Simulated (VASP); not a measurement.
# K3Sr (Fm-3m) in VASP: further runs

The runs below take K3Sr through single point, with LDA.

All numbers are computed with VASP 6.6.1; they aren't measurements. Logs are shortened: lines on timing, memory, paths and dates and some standing lists are left out, and cuts for length are marked.

## 1. The cell of the first run

It takes space group Fm-3m (No. 225, cubic). The conventional cell has a = 10.332 Å, b = 10.332 Å, c = 10.332 Å, α = 90.00°, β = 90.00°, γ = 90.00°. Within 5.9 Å of K (site symmetry -43m) lie 10 K at 4.47 to 5.17 Å and 4 Sr at 4.47 Å. Within 5.9 Å of K (site symmetry m-3m) lie 8 K at 4.47 Å and 6 Sr at 5.17 Å. Sr (site symmetry m-3m) has 14 K at 4.47 to 5.17 Å within 5.9 Å.

## 2. Single point, LDA

The input, INCAR:

```
ALGO = Normal ; EDIFF = 1E-6
ENCUT = 520 ; GGA = CA
ISIF = 2 ; ISMEAR = 1
LASPH = T ; LCHARG = F
LREAL = F ; LWAVE = F
NBANDS = 26 ; NELM = 60
PREC = Accurate ; SIGMA = 0.5
```

The input, KPOINTS:

```
k-points
0
Gamma
  4 4 4
```

The input, POSCAR:

```
K3Sr
1.0
    0.0000000000      5.1658560000      5.1658560000
    5.1658560000      0.0000000000      5.1658560000
    5.1658560000      5.1658560000      0.0000000000
K Sr
3 1
Direct
    0.2500000000      0.2500000000      0.2500000000
    0.7500000000      0.7500000000      0.7500000000
    0.5000000000      0.5000000000      0.5000000000
    0.0000000000      0.0000000000      0.0000000000
```

Potentials or basis: VASP PAW LDA potentials, release 64 (K_sv, Sr_sv).

On the command line:

```
$ cat potpaw_LDA.64/K_sv/POTCAR potpaw_LDA.64/Sr_sv/POTCAR > POTCAR
$ mpirun -np 1 vasp_std > vasp.out
```

OUTCAR:

```text
EDIFF = 1E-6
   ENCUT = 520
   GGA = CA
   ISIF = 2
   ISMEAR = 1
   LASPH = T
   LREAL = F
   NELM = 60
   PREC = Accurate

 ion  position               nearest neighbor table
   1  0.250  0.250  0.250-
   2  0.750  0.750  0.750-
   3  0.500  0.500  0.500-
   4  0.000  0.000  0.000-

  LATTYP: Found a face centered cubic cell.
 ALAT       =    10.3317120000

  Lattice vectors:

 A1 = (   0.0000000000,   5.1658560000,   5.1658560000)
 A2 = (   5.1658560000,   0.0000000000,   5.1658560000)
 A3 = (   5.1658560000,   5.1658560000,   0.0000000000)

Analysis of symmetry for initial positions (statically):
=====================================================================
 Subroutine PRICEL returns:
 Original cell was already a primitive cell.

 Routine SETGRP: Setting up the symmetry group for a
 face centered cubic supercell.

 Subroutine GETGRP returns: Found 48 space group operations
[... 9 lines left out ...]

 Routine SETGRP: Setting up the symmetry group for a
 face centered cubic supercell.

 Subroutine GETGRP returns: Found 48 space group operations
[... 11 lines left out ...]
                                     Primitive cell

  volume of cell :     275.7128

  direct lattice vectors                    reciprocal lattice vectors
     0.000000000  5.165856000  5.165856000    -0.096789380  0.096789380  0.096789380
     5.165856000  0.000000000  5.165856000     0.096789380 -0.096789380  0.096789380
     5.165856000  5.165856000  0.000000000     0.096789380  0.096789380 -0.096789380

  length of vectors
     7.305623616  7.305623616  7.305623616     0.167644124  0.167644124  0.167644124

  position of ions in fractional coordinates (direct lattice)
     0.250000000  0.250000000  0.250000000
     0.750000000  0.750000000  0.750000000
     0.500000000  0.500000000  0.500000000
     0.000000000  0.000000000  0.000000000

  ion indices of the primitive-cell ions
   primitive index   ion index
                 1           1
                 2           2
                 3           3
                 4           4

----------------------------------------------------------------------------------------

 KPOINTS: k-points

Automatic generation of k-mesh.
 Grid dimensions read from file:
 generate k-points for:    4    4    4

 Generating k-lattice:

[... 39 lines left out ...]
   LNONCOLLINEAR =      F non collinear calculations
   LSORBIT =      F    spin-orbit coupling
   LASPH  =      T    aspherical Exc in radial PAW
   ENCUT  =  520.0 eV  38.22 Ry    6.18 a.u.  13.58 13.58 13.58*2*pi/ulx,y,z
   NELM   =     60;   NELMIN=  2; NELMDL= -5     # of ELM steps
   EDIFF  = 0.1E-05   stopping-criterion for ELM
   LREAL  =      F    real-space projection
   EDIFFG = 0.1E-04   stopping-criterion for IOM
   NSW    =      0    number of steps for IOM
   IBRION =     -1    ionic relax: 0-MD 1-quasi-New 2-CG
   NFREE  =      0    steps in history (QN), initial steepest desc. (CG)
   ISIF   =      2    stress and relaxation
   ISYM   =      2    0-nonsym 1-usesym 2-fastsym
   POTIM  = 0.5000    time-step for ionic-motion
   TEBEG  =    0.0;   TEEND  =   0.0 temperature during run
   PSTRESS=    0.0 pullay stress
   NELECT =      37.0000    total number of electrons
   NUPDOWN=      -1.0000    fix difference up-down
   EMIN   =  10.00;   EMAX   =-10.00  energy-range for DOS
   EFERMI =   0.00;   METHOD = LEGACY
   ISMEAR =     1;   SIGMA  =   0.50  broadening in eV -4-tet -1-fermi 0-gaus
   EFERMI_NEDOS =   21; number of points for ismear=-14 and -15
   IALGO  =     38    algorithm
   IMIX   =      4    mixing-type and parameters
     AMIX     =   0.40;   BMIX     =  1.00
     AMIX_MAG =   1.60;   BMIX_MAG =  1.00
  volume/ion in A,a.u.               =      68.93       465.15
  Fermi-wavevector in a.u.,A,eV,Ry     =   0.838153  1.583879  9.558090  0.702500
  Thomas-Fermi vector in A             =   1.952160
   LORBIT       =      0    0 simple, 1 ext, 2 COOP (PROOUT), +10 PAW based schemes
   GGA     = CA    functional components
   LHFCALC =     F    Hartree Fock is set to
   AEXX    =    0.0000 exact exchange contribution
   IVDW    =     0    specifies the selected vdW correction
   LEPSILON=     F    determine dielectric tensor
   LRPA    =     F    only Hartree local field effects (RPA)
 non-spin polarized calculation
 Methfessel and Paxton  Order N= 1 SIGMA  =   0.50
  energy-cutoff  :      520.00
  volume of cell :      275.71
 maximum number of plane-waves:      7456
   NGX = 27   NGY = 27   NGZ = 27

 number of electron      37.0000001 magnetization

 Free energy of the ion-electron system (eV)
  ---------------------------------------------------
  ext. energy  EPLUGINS =         0.00000000
  ---------------------------------------------------
  free energy    TOTEN  =        -4.84437014 eV

  energy without entropy =       -4.89233738  energy(sigma->0) =       -4.86035922

 E-fermi :   0.0179     XC(G=0):  -6.2669

 val. band max:       -0.0415544982   @ k =   0.5000   0.5000   0.0000
 cond. band min:       0.0497259962   @ k =   0.5000   0.5000   0.0000
 fundamental gap:      0.0912804944
 Fermi energy:         0.0179102644

 k-point     1 :       0.0000    0.0000    0.0000
  band No.  band energies     occupation
      1     -37.4797      2.00000
      2     -31.5820      2.00000
      3     -31.4951      2.00000
      4     -31.4943      2.00000
      5     -19.5146      2.00000
      6     -19.5146      2.00000
[... 221 lines left out ...]
     25       1.5824     -0.00009
     26       2.8183     -0.00000

------------------------ aborting loop because EDIFF is reached ----------------------------------------

  FORCE on cell =-STRESS in cart. coord.  units (eV):
  Direction    XX          YY          ZZ          XY          YZ          ZX
  --------------------------------------------------------------------------------------
  -------------------------------------------------------------------------------------
  Total       -1.1345751     -1.1345751     -1.1345751      0.0000000     -0.0000000      0.0000000
  in kB       -6.5930590     -6.5930590     -6.5930590      0.0000000     -0.0000000      0.0000000
  external PRESSURE =      -6.5930590 kB  Pullay stress =       0.0000000 kB

 VOLUME and BASIS-vectors are now :
 -----------------------------------------------------------------------------
  energy-cutoff  :      520.00
  volume of cell :      275.71
      direct lattice vectors                 reciprocal lattice vectors
     0.000000000  5.165856000  5.165856000    -0.096789380  0.096789380  0.096789380
     5.165856000  0.000000000  5.165856000     0.096789380 -0.096789380  0.096789380
     5.165856000  5.165856000  0.000000000     0.096789380  0.096789380 -0.096789380

 POSITION                                       TOTAL-FORCE (eV/Angst)
 -----------------------------------------------------------------------------------
      2.58293      2.58293      2.58293        -0.000000     -0.000000     -0.000000
      7.74878      7.74878      7.74878         0.000000      0.000000      0.000000
      5.16586      5.16586      5.16586        -0.000000      0.000000     -0.000000
      0.00000      0.00000      0.00000        -0.000000      0.000000     -0.000000
 -----------------------------------------------------------------------------------
    total drift:                                0.000000      0.000000      0.000000

  FREE ENERGIE OF THE ION-ELECTRON SYSTEM (eV)
  ---------------------------------------------------
  free  energy   TOTEN  =        -4.8443701437 eV

  energy  without entropy=       -4.8923373811  energy(sigma->0) =       -4.86035922
```

OSZICAR:

```text
N       E                     dE             d eps       ncg     rms          rms(c)
DAV:   1     0.273872782293E+03    0.27387E+03   -0.15427E+04   424   0.115E+03
DAV:   2     0.193604896677E+02   -0.25451E+03   -0.25085E+03   490   0.343E+02
DAV:   3    -0.353080892656E+01   -0.22891E+02   -0.22588E+02   680   0.776E+01
DAV:   4    -0.477708174314E+01   -0.12463E+01   -0.12420E+01   584   0.164E+01
DAV:   5    -0.485035472199E+01   -0.73273E-01   -0.73254E-01   676   0.289E+00    0.969E+00
DAV:   6    -0.484727191621E+01    0.30828E-02   -0.32492E-02   512   0.910E-01    0.567E+00
DAV:   7    -0.484392040080E+01    0.33515E-02   -0.25302E-02   510   0.835E-01    0.210E-01
DAV:   8    -0.484428940802E+01   -0.36901E-03   -0.33334E-03   624   0.279E-01    0.979E-02
DAV:   9    -0.484434401061E+01   -0.54603E-04   -0.21701E-04   576   0.560E-02    0.786E-02
DAV:  10    -0.484436942180E+01   -0.25411E-04   -0.69015E-05   480   0.542E-02    0.182E-02
DAV:  11    -0.484437014367E+01   -0.72188E-06   -0.50146E-06   560   0.137E-02
   1 F= -.48443701E+01 E0= -.48603592E+01  d E =0.479672E-01
```

stdout:

```text
POSCAR found type information on POSCAR K Sr
 POSCAR found :  2 types and       4 ions
 scaLAPACK will be used
 LDA part: xc-table for (Slater(with rela. corr.)+CA(PZ))
 , standard interpolation
 POSCAR, INCAR and KPOINTS ok, starting setup
 FFT: planning ... GRIDC
 FFT: planning ... GRID_SOFT
 FFT: planning ... GRID
 WAVECAR not read
 entering main loop
```

Run time: 49 s. Hardware: 1 thread of AMD EPYC 7R13 (Zen 3), shared host; peak memory 0.28 GiB.

What came out:

```yaml
Free_energy: -4.8444 eV
Pressure: -0.7 GPa
```

## 3. Single point, LDA

The input, INCAR:

```
SYSTEM = K3Sr
PREC = Accurate
ENCUT = 520
EDIFF = 1E-6
ISMEAR = 1
SIGMA = 0.3
LREAL = .False.
LASPH = .True.
NELM = 60
ALGO = Normal
ISIF = 2
LWAVE = .False.
LCHARG = .True.
GGA = CA
LELF = .True.
LVHAR = .True.
NBANDS = 26
```

The input, KPOINTS:

```
regular mesh
0
Gamma
  4 4 4
  0 0 0
```

POSCAR is that of step 2.

Potentials or basis: VASP PAW LDA potentials, release 64 (K_sv, Sr_sv).

On the command line:

```
$ cat potpaw_LDA.64/K_sv/POTCAR potpaw_LDA.64/Sr_sv/POTCAR > POTCAR
$ mpirun -np 1 vasp_std > vasp.out
```

Wall time 49 s (1 thread of AMD EPYC 7R13 (Zen 3), shared host); peak memory 0.28 GiB.

Results (log left out):

- Free energy: -4.8543 eV
- Pressure: -0.6 GPa

Levels at points of the mesh, in eV from the Fermi level:
```tsv
k point	band 16	band 17	band 18	band 19	band 20	band 21
(0.00, 0.00, 0.00)	-15.20	-2.56	0.84	0.84	0.84	0.95
(0.50, 0.00, 0.00)	-15.20	-1.60	-1.10	0.75	0.75	0.87
(0.50, 0.50, 0.00)	-15.20	-1.26	-0.79	-0.03	0.06	0.60
```

## 4. Single point, LDA

The input, INCAR:

```
ALGO = Normal
EDIFF = 1E-6
ENCUT = 520
GGA = CA
ISIF = 2
ISMEAR = 1
LASPH = True
LCHARG = False
LREAL = False
LWAVE = False
NBANDS = 26
NELM = 80
PREC = Accurate
SIGMA = 0.2
```

The input, KPOINTS:

```
k-points
0
Gamma
  4 4 4
```

POSCAR is that of step 3.

On the command line:

```
$ cat potpaw_LDA.64/K_sv/POTCAR potpaw_LDA.64/Sr_sv/POTCAR > POTCAR
$ mpirun -np 1 vasp_std > vasp.out
```

Wall time 53 s (1 thread of AMD EPYC 7R13 (Zen 3), shared host); peak memory 0.28 GiB.

It converged, with:

| Quantity | Value |
| --- | --- |
| Free energy | -4.8507 eV |
| Pressure | -0.6 GPa |

Levels at points of the mesh, in eV from the Fermi level:
```
           k point  band 16  band 17  band 18  band 19  band 20  band 21
(0.00, 0.00, 0.00)   -15.17    -2.53     0.86     0.86     0.86     0.98
(0.50, 0.00, 0.00)   -15.18    -1.58    -1.08     0.77     0.77     0.89
(0.50, 0.50, 0.00)   -15.17    -1.24    -0.77    -0.01     0.09     0.62
```

## 5. Single point, LDA

The input, INCAR:

```
SYSTEM = K3Sr
PREC = Accurate
ENCUT = 520
EDIFF = 1E-7
ISMEAR = 1
SIGMA = 0.1
LREAL = .False.
LASPH = .True.
NELM = 60
ALGO = Normal
ISIF = 2
LWAVE = .False.
LCHARG = .True.
GGA = CA
LELF = .True.
LVHAR = .True.
NBANDS = 26
```

The input, KPOINTS:

```
Automatic mesh
0
Gamma
  4 4 4
  0 0 0
```

POSCAR is that of step 4.

On the command line:

```
$ cat potpaw_LDA.64/K_sv/POTCAR potpaw_LDA.64/Sr_sv/POTCAR > POTCAR
$ mpirun -np 1 vasp_std > vasp.out
```

Wall time 73 s (1 thread of AMD EPYC 7R13 (Zen 3), shared host); peak memory 0.28 GiB.

The run converged. Its results:

| Quantity | Value |
| --- | --- |
| Free energy | -4.8405 eV |
| Pressure | -0.6 GPa |

Levels at points of the mesh, in eV from the Fermi level:
```
           k point  band 14  band 15  band 16  band 17  band 18  band 19  band 20  band 21  band 22  band 23
(0.00, 0.00, 0.00)   -15.15   -15.15   -15.15    -2.52     0.88     0.88     0.88     0.99     0.99     1.33
(0.50, 0.00, 0.00)   -15.16   -15.16   -15.16    -1.56    -1.06     0.79     0.79     0.91     1.10     1.10
(0.50, 0.50, 0.00)   -15.16   -15.16   -15.16    -1.22    -0.75     0.01     0.10     0.64     0.64     1.57
```

## 6. Summary

```tsv
smearing	gap on the mesh (eV)	pressure (GPa)
methfessel-paxton 0.5 eV	none	-0.7
methfessel-paxton 0.3 eV	none	-0.6
methfessel-paxton 0.2 eV	none	-0.6
methfessel-paxton 0.1 eV	none	-0.6
```

Alike in all rows: task single point; level LDA; potentials or basis VASP PAW LDA potentials, release 64 (K_sv, Sr_sv); no spin polarisation; cell as given; k mesh 4 × 4 × 4; cutoff (eV) 520.

Every run on the cell as given and a fine mesh finds a metal.

Absolute energies hang on the potentials; compare differences alone.
